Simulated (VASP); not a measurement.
# SiC (P6_3mc) in VASP: a series of runs

Aim: see how the results for SiC move with the level of theory and the settings. Levels: PBE, PBE+D3(BJ). Tasks: single point, relaxation of shape and atoms at fixed volume.

Everything below comes from runs of VASP 6.6.1. Logs are shortened: lines on timing, memory, paths and dates and some standing lists are left out, and cuts for length are marked.

**1. The cell of the first run**

It takes space group P6_3mc (No. 186, hexagonal). The conventional cell has a = 3.092 Å, b = 3.092 Å, c = 5.074 Å, α = 90.00°, β = 90.00°, γ = 120.00°. Si (site symmetry 3m) has 4 C at 1.89 to 1.91 Å within 2.5 Å. C (site symmetry 3m) has 4 Si at 1.89 to 1.91 Å within 2.5 Å.

**2. Single point, PBE**

File INCAR:

```
PREC = Accurate
ENCUT = 520
EDIFF = 1E-7
ISMEAR = 0
SIGMA = 0.05
LREAL = F
LASPH = T
NELM = 100
ALGO = Normal
ISIF = 2
LWAVE = F
LCHARG = F
GGA = PE
NBANDS = 16
```

File KPOINTS:

```
Automatic mesh
0
Gamma
  15 15 10
```

File POSCAR:

```
SiC
1.0
    3.0919366045      0.0000000000      0.0000000000
   -1.5459683023      2.6776956464      0.0000000000
    0.0000000000      0.0000000000      5.0743114968
Si C
2 2
Direct
    0.3333333333      0.6666666667      0.0045824632
    0.6666666667      0.3333333333      0.5045824632
    0.3333333333      0.6666666667      0.3804175368
    0.6666666667      0.3333333333      0.8804175368
```

Potentials or basis: VASP PAW PBE potentials, release 64 (Si, C).

Command:

```
$ cat potpaw_PBE.64/Si/POTCAR potpaw_PBE.64/C/POTCAR > POTCAR
$ mpirun -np 1 vasp_std > vasp.out
```

OUTCAR:

```text
PREC = Accurate
   ENCUT = 520
   EDIFF = 1E-7
   ISMEAR = 0
   LREAL = F
   LASPH = T
   NELM = 100
   ISIF = 2
   GGA = PE

 ion  position               nearest neighbor table
   1  0.333  0.667  0.005-   4 1.89   4 1.89   4 1.89   3 1.91   2 3.10   2 3.10   2 3.10   2 3.10
                             2 3.10   2 3.10
   2  0.667  0.333  0.505-   3 1.89   3 1.89   3 1.89   4 1.91   1 3.10   1 3.10   1 3.10   1 3.10
                             1 3.10   1 3.10
   3  0.333  0.667  0.380-   2 1.89   2 1.89   2 1.89   1 1.91
   4  0.667  0.333  0.880-   1 1.89   1 1.89   1 1.89   2 1.91

  LATTYP: Found a hexagonal cell.
 ALAT       =     3.0919366045
 C/A-ratio  =     1.6411434469

  Lattice vectors:

 A1 = (   3.0919366045,   0.0000000000,   0.0000000000)
 A2 = (  -1.5459683023,   2.6776956464,   0.0000000000)
 A3 = (   0.0000000000,   0.0000000000,   5.0743114968)

Analysis of symmetry for initial positions (statically):
=====================================================================
 Subroutine PRICEL returns:
 Original cell was already a primitive cell.

 Routine SETGRP: Setting up the symmetry group for a
 hexagonal supercell.

 Subroutine GETGRP returns: Found 12 space group operations
 (whereof  6 operations were pure point group operations)
 out of a pool of 24 trial point group operations.

The static configuration has the point symmetry C_3v.
 The point group associated with its full space group is C_6v.

Analysis of symmetry for dynamics (positions and initial velocities):
=====================================================================
 Subroutine PRICEL returns:
 Original cell was already a primitive cell.

 Routine SETGRP: Setting up the symmetry group for a
 hexagonal supercell.

 Subroutine GETGRP returns: Found 12 space group operations
 (whereof  6 operations were pure point group operations)
 out of a pool of 24 trial point group operations.

The dynamic configuration has the point symmetry C_3v.
 The point group associated with its full space group is C_6v.

 Subroutine INISYM returns: Found 12 space group operations
 (whereof  6 operations are pure point group operations),
 and found     1 'primitive' translations

----------------------------------------------------------------------------------------
[... 91 lines left out ...]
   ISPIN  =      1    spin polarized calculation?
   LNONCOLLINEAR =      F non collinear calculations
   LSORBIT =      F    spin-orbit coupling
   LASPH  =      T    aspherical Exc in radial PAW
   ENCUT  =  520.0 eV  38.22 Ry    6.18 a.u.   5.75  5.75  9.43*2*pi/ulx,y,z
   NELM   =    100;   NELMIN=  2; NELMDL= -5     # of ELM steps
   EDIFF  = 0.1E-06   stopping-criterion for ELM
   LREAL  =      F    real-space projection
   EDIFFG = 0.1E-05   stopping-criterion for IOM
   NSW    =      0    number of steps for IOM
   IBRION =     -1    ionic relax: 0-MD 1-quasi-New 2-CG
   NFREE  =      0    steps in history (QN), initial steepest desc. (CG)
   ISIF   =      2    stress and relaxation
   ISYM   =      2    0-nonsym 1-usesym 2-fastsym
   POTIM  = 0.5000    time-step for ionic-motion
   TEBEG  =    0.0;   TEEND  =   0.0 temperature during run
   PSTRESS=    0.0 pullay stress
   NELECT =      16.0000    total number of electrons
   NUPDOWN=      -1.0000    fix difference up-down
   EMIN   =  10.00;   EMAX   =-10.00  energy-range for DOS
   EFERMI =   0.00;   METHOD = LEGACY
   ISMEAR =     0;   SIGMA  =   0.05  broadening in eV -4-tet -1-fermi 0-gaus
   EFERMI_NEDOS =   21; number of points for ismear=-14 and -15
   IALGO  =     38    algorithm
   IMIX   =      4    mixing-type and parameters
     AMIX     =   0.40;   BMIX     =  1.00
     AMIX_MAG =   1.60;   BMIX_MAG =  1.00
  volume/ion in A,a.u.               =      10.50        70.88
  Fermi-wavevector in a.u.,A,eV,Ry     =   1.186657  2.242456 19.159108  1.408155
  Thomas-Fermi vector in A             =   2.322825
   LORBIT       =      0    0 simple, 1 ext, 2 COOP (PROOUT), +10 PAW based schemes
   GGA     = PE    functional components
   LHFCALC =     F    Hartree Fock is set to
   AEXX    =    0.0000 exact exchange contribution
   IVDW    =     0    specifies the selected vdW correction
   LEPSILON=     F    determine dielectric tensor
   LRPA    =     F    only Hartree local field effects (RPA)
 non-spin polarized calculation
 Gauss-broadening in eV      SIGMA  =   0.05
  energy-cutoff  :      520.00
  volume of cell :       42.01
 maximum number of plane-waves:      1170
 NGX is ok and might be reduce to    24
   NGX = 11   NGY = 11   NGZ = 19

 number of electron      16.0000000 magnetization

 Free energy of the ion-electron system (eV)
  ---------------------------------------------------
  ext. energy  EPLUGINS =         0.00000000
  ---------------------------------------------------
  free energy    TOTEN  =       -30.11028154 eV

  energy without entropy =      -30.11028154  energy(sigma->0) =      -30.11028154

 E-fermi :   8.3459     XC(G=0): -11.2826

 val. band max:        8.0838881580   @ k =   0.0000   0.0000   0.0000
 cond. band min:      10.3872555125   @ k =   0.3333   0.3333   0.0000
 fundamental gap:      2.3033673545
 Fermi energy:         8.3459276629

 k-point     1 :       0.0000    0.0000    0.0000
  band No.  band energies     occupation
      1      -7.3614      2.00000
      2      -3.8524      2.00000
      3      -0.5245      2.00000
      4       6.7746      2.00000
      5       6.7746      2.00000
      6       7.9737      2.00000
[... 433 lines left out ...]
      3       0.8558      2.00000
      4       2.0604      2.00000
      5       2.5079      2.00000
      6       3.4305      2.00000
[... 8 lines left out ...]
     15      19.0660      0.00000
     16      20.0405      0.00000

 [... further k-points ...]
[... 5 lines left out ...]
  --------------------------------------------------------------------------------------
  -------------------------------------------------------------------------------------
  Total       -0.0132621     -0.0132621     -0.0100091      0.0000000      0.0000000      0.0000000
  in kB       -0.5057701     -0.5057701     -0.3817145      0.0000000      0.0000000      0.0000000
  external PRESSURE =      -0.4644183 kB  Pullay stress =       0.0000000 kB

 VOLUME and BASIS-vectors are now :
 -----------------------------------------------------------------------------
  energy-cutoff  :      520.00
  volume of cell :       42.01
      direct lattice vectors                 reciprocal lattice vectors
     3.091936604  0.000000000  0.000000000     0.323421896  0.186727719  0.000000000
    -1.545968302  2.677695646  0.000000000     0.000000000  0.373455438  0.000000000
     0.000000000  0.000000000  5.074311497     0.000000000  0.000000000  0.197071071

 POSITION                                       TOTAL-FORCE (eV/Angst)
 -----------------------------------------------------------------------------------
     -0.00000      1.78513      0.02325        -0.000000      0.000000      0.000143
      1.54597      0.89257      2.56041         0.000000      0.000000      0.000143
     -0.00000      1.78513      1.93036         0.000000      0.000000     -0.000143
      1.54597      0.89257      4.46751         0.000000      0.000000     -0.000143
 -----------------------------------------------------------------------------------
    total drift:                               -0.000000      0.000000      0.000564

  FREE ENERGIE OF THE ION-ELECTRON SYSTEM (eV)
  ---------------------------------------------------
  free  energy   TOTEN  =       -30.1102815433 eV

  energy  without entropy=      -30.1102815433  energy(sigma->0) =      -30.11028154
```

OSZICAR:

```text
N       E                     dE             d eps       ncg     rms          rms(c)
DAV:   1     0.241315977013E+02    0.24132E+02   -0.70724E+03  5184   0.892E+02
DAV:   2    -0.312918197205E+02   -0.55423E+02   -0.50745E+02  7376   0.156E+02
DAV:   3    -0.337317913081E+02   -0.24400E+01   -0.24312E+01  6976   0.300E+01
DAV:   4    -0.337497416276E+02   -0.17950E-01   -0.17947E-01  6248   0.318E+00
DAV:   5    -0.337499199025E+02   -0.17827E-03   -0.17827E-03  6808   0.299E-01    0.123E+01
DAV:   6    -0.301891804749E+02    0.35607E+01   -0.64405E+00  6496   0.155E+01    0.550E+00
DAV:   7    -0.301278133343E+02    0.61367E-01   -0.10717E+00  7464   0.603E+00    0.245E+00
DAV:   8    -0.301114444081E+02    0.16369E-01   -0.45244E-02  5944   0.137E+00    0.617E-01
DAV:   9    -0.301099307548E+02    0.15137E-02   -0.73711E-03  6736   0.581E-01    0.124E-01
DAV:  10    -0.301102528941E+02   -0.32214E-03   -0.10359E-03  6272   0.185E-01    0.576E-02
DAV:  11    -0.301102798723E+02   -0.26978E-04   -0.10039E-04  5992   0.706E-02    0.136E-02
DAV:  12    -0.301102809649E+02   -0.10926E-05   -0.69423E-06  6832   0.167E-02    0.407E-03
DAV:  13    -0.301102815337E+02   -0.56873E-06   -0.49128E-07  6568   0.459E-03    0.243E-03
DAV:  14    -0.301102815433E+02   -0.96550E-08   -0.34621E-08  4144   0.123E-03
   1 F= -.30110282E+02 E0= -.30110282E+02  d E =-.295952E-16
```

stdout:

```text
POSCAR found type information on POSCAR SiC
 POSCAR found :  2 types and       4 ions
 scaLAPACK will be used
 LDA part: xc-table for (Slater+PW92), standard interpolation
 POSCAR, INCAR and KPOINTS ok, starting setup
 FFT: planning ... GRIDC
 FFT: planning ... GRID_SOFT
 FFT: planning ... GRID
 WAVECAR not read
 entering main loop
```

It took 62 s on 1 thread of Intel Xeon Platinum 8259CL at 2.50GHz (Skylake/Cascade Lake), shared host; peak memory 0.22 GiB.

Results:

| Item | Value |
| --- | --- |
| Free energy | -30.1103 eV |
| Pressure | 0.0 GPa |
| Band gap on the k mesh | 2.30 eV, indirect (least direct gap 3.95 eV) |

A k mesh can miss the band edges. Expect the measured gap to be larger: semilocal functionals such as PBE lack the derivative discontinuity.

**3. Single point, PBE+D3(BJ)**

Changes to INCAR since step 2:

```diff
@@ -7,3 +7,3 @@
 LASPH = T
-NELM = 100
+NELM = 80
 ALGO = Normal
@@ -13,2 +13,3 @@
 GGA = PE
+IVDW = 12
 NBANDS = 16
```

KPOINTS is that of step 2.

POSCAR is that of step 2.

Potentials or basis: VASP PAW PBE potentials, release 64 (Si, C).

Command:

```
$ cat potpaw_PBE.64/Si/POTCAR potpaw_PBE.64/C/POTCAR > POTCAR
$ mpirun -np 1 vasp_std > vasp.out
```

It took 64 s on 1 thread of Intel Xeon Platinum 8259CL at 2.50GHz (Skylake/Cascade Lake), shared host; peak memory 0.23 GiB.

The run converged. Its results:

```yaml
Free_energy: -31.2947 eV
Pressure: -4.6 GPa
Band_gap_on_the_k_mesh: 2.30 eV, indirect (least direct gap 3.95 eV)
Dispersion_energy_per_atom: -0.296 eV
```

Levels at points of the mesh, in eV from the valence-band top:
| k point | band 4 | band 5 | band 6 | band 7 | band 8 | band 9 | band 10 | band 11 | band 12 | band 13 |
| --- | --- | --- | --- | --- | --- | --- | --- | --- | --- | --- |
| (0.00, 0.00, 0.00) | -1.31 | -1.31 | -0.11 | 0.00 | 0.00 | 4.67 | 6.04 | 6.57 | 6.57 | 7.62 |
| (0.00, 0.00, 0.50) | -4.41 | -0.71 | -0.71 | -0.71 | -0.71 | 5.76 | 5.76 | 7.27 | 7.27 | 7.27 |

Caveat: three body term missing. A k mesh can miss the band edges.

**4. Single point, PBE**

File INCAR:

```
SYSTEM = SiC
PREC     = Accurate       ! precision mode
ENCUT    = 520            ! plane-wave cutoff, eV
EDIFF    = 1E-6           ! SCF threshold, eV
ISMEAR   = 0              ! smearing method
SIGMA    = 0.05           ! smearing width, eV
LREAL    = .False.        ! projectors in reciprocal space
LASPH    = .True.         ! aspherical terms in the spheres
NELM     = 60             ! most SCF steps
ALGO     = Normal         ! electronic algorithm
ISIF     = 2              ! what is computed and relaxed
LWAVE    = .False.        ! write WAVECAR
LCHARG   = .False.        ! write CHGCAR
GGA      = PE             ! functional
NBANDS   = 16             ! bands
```

File KPOINTS:

```
regular mesh
0
Gamma
  18 18 12
  0 0 0
```

POSCAR is that of step 3.

Command:

```
$ cat potpaw_PBE.64/Si/POTCAR potpaw_PBE.64/C/POTCAR > POTCAR
$ mpirun -np 1 vasp_std > vasp.out
```

Run time: 80 s. Hardware: 1 thread of Intel Xeon Platinum 8259CL at 2.50GHz (Skylake/Cascade Lake), shared host; peak memory 0.27 GiB.

The run converged. Its results:

```
Free energy            : -30.1103 eV
Pressure               : 0.0 GPa
Band gap on the k mesh : 2.30 eV, indirect (least direct gap 3.94 eV)
```

Levels at points of the mesh, in eV from the valence-band top:
```csv
k point,band 6,band 7,band 8,band 9,band 10,band 11
"(0.00, 0.00, 0.00)",-0.11,0.00,0.00,4.67,6.04,6.57
"(0.50, 0.00, 0.00)",-3.29,-3.24,-1.19,2.75,4.21,6.76
"(0.00, 0.00, 0.50)",-0.71,-0.71,-0.71,5.76,5.76,7.27
"(0.50, 0.00, 0.50)",-2.42,-2.31,-2.31,3.25,3.25,5.19
```

A k mesh can miss the band edges.

**5. Relaxation of shape and atoms at fixed volume, PBE (volume scaled by 0.960)**

File INCAR:

```
SYSTEM = SiC
PREC = Accurate ; ENCUT = 600
EDIFF = 1E-6 ; ISMEAR = 0
SIGMA = 0.05 ; LREAL = .False.
LASPH = .True. ; NELM = 60
ALGO = Normal ; ISIF = 4
LWAVE = .False. ; LCHARG = .False.
GGA = PE ; IBRION = 2
NSW = 60 ; EDIFFG = -0.01
```

File KPOINTS:

```
Automatic mesh
0
Gamma
  12 12 8
  0 0 0
```

File POSCAR:

```
SiC
1.0
    3.0501485548      0.0000000000      0.0000000000
   -1.5250742774      2.6415061338      0.0000000000
    0.0000000000      0.0000000000      5.0057313129
Si C
2 2
Direct
    0.3333333333      0.6666666667      0.0045824632
    0.6666666667      0.3333333333      0.5045824632
    0.3333333333      0.6666666667      0.3804175368
    0.6666666667      0.3333333333      0.8804175368
```

Command:

```
$ cat potpaw_PBE.64/Si/POTCAR potpaw_PBE.64/C/POTCAR > POTCAR
$ mpirun -np 1 vasp_std > vasp.out
```

Run time: 14 s. Hardware: 1 thread of Intel Xeon 6975P-C (Granite Rapids), shared host; peak memory 0.18 GiB.

Results (log left out):

| Quantity | Value |
| --- | --- |
| Free energy | -30.0655 eV |
| Pressure after relaxing | 9.2 GPa |
| Largest force after relaxing | 0.007 eV/Å |
| Band gap on the k mesh | 2.23 eV, indirect (least direct gap 4.02 eV) |

Forces in eV/Å, atoms in the order of the input:
```
Si   0.000  0.000  0.007
Si   0.000  0.000  0.007
C    0.000  0.000 -0.007
C    0.000  0.000 -0.007
```

Stress tensor (GPa, compression positive):
```
9.30 0.00 0.00
0.00 9.30 0.00
0.00 0.00 9.08
```

Final structure:
```
Si C
1.0
     3.05015    0.00000    0.00000
    -1.52507    2.64151    0.00000
     0.00000    0.00000    5.00573
Si C
2 2
Direct
  0.33333 0.66667 0.00458
  0.66667 0.33333 0.50458
  0.33333 0.66667 0.38042
  0.66667 0.33333 0.88042
```

Levels at points of the mesh, in eV from the valence-band top:
| k point | band 5 | band 6 | band 7 | band 8 | band 9 | band 10 | band 11 | band 12 |
| --- | --- | --- | --- | --- | --- | --- | --- | --- |
| (0.00, 0.00, 0.00) | -1.33 | -0.11 | 0.00 | 0.00 | 5.02 | 6.48 | 6.82 | 6.82 |
| (0.50, 0.00, 0.00) | -5.52 | -3.37 | -3.36 | -1.20 | 2.82 | 4.25 | 7.08 | 7.23 |
| (0.00, 0.00, 0.50) | -0.72 | -0.72 | -0.72 | -0.72 | 6.11 | 6.11 | 7.49 | 7.49 |
| (0.50, 0.00, 0.50) | -2.48 | -2.48 | -2.35 | -2.35 | 3.34 | 3.34 | 5.37 | 5.37 |

Caveat: the relaxation stopped at its first step, so nothing moved.

[end of part 1 of 2]
